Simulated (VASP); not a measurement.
The system is HgTe.

```
CELL_PARAMETERS angstrom
0.00000 3.23050 3.23050
3.23050 0.00000 3.23050
3.23050 3.23050 0.00000
ATOMIC_POSITIONS crystal
Hg 0.00000 0.00000 0.00000
Te 0.25000 0.25000 0.25000
```

| Property | Result |
| --- | --- |
| Program | VASP 6.6.1 |
| Task | relaxation of cell and atoms |
| Functional | r2SCAN |
| Potentials or basis | VASP PAW PBE potentials, release 64 (Hg, Te) |
| Cutoff | 600 eV |
| k mesh | 8 × 8 × 8 |
| Occupations | gaussian, width 0.05 eV |
| Spin | no spin polarisation |

At the start: pressure 2.5 GPa; volume 33.71 Å³/atom.

Task: How do energy, volume and symmetry change on relaxing?

Result: Over 6 steps the energy falls by 13.5 meV/atom and the volume is 35.57 Å³/atom (+5.5 %); space group F-43m (No. 216, to 0.1 Å) before and after.

The path:
```csv
step,energy change (eV),largest force (eV/Å),pressure (GPa),volume (Å³)
1,0.0000,0.0000,2.47,67.43
2,-0.0232,0.0000,-0.79,72.62
3,-0.0270,0.0000,0.01,71.12
4,-0.0270,0.0000,-0.04,71.20
5,-0.0270,0.0000,0.01,71.12
6,-0.0270,0.0000,0.01,71.14
```

Final structure:
```
Hg Te
1.0
     0.00000    3.28872    3.28872
     3.28872    0.00000    3.28872
     3.28872    3.28872    0.00000
Hg Te
1 1
Direct
  0.00000 0.00000 0.00000
  0.25000 0.25000 0.25000
```

Caveat: the PAW data sets were made with another functional, which shifts forces and pressure a little.
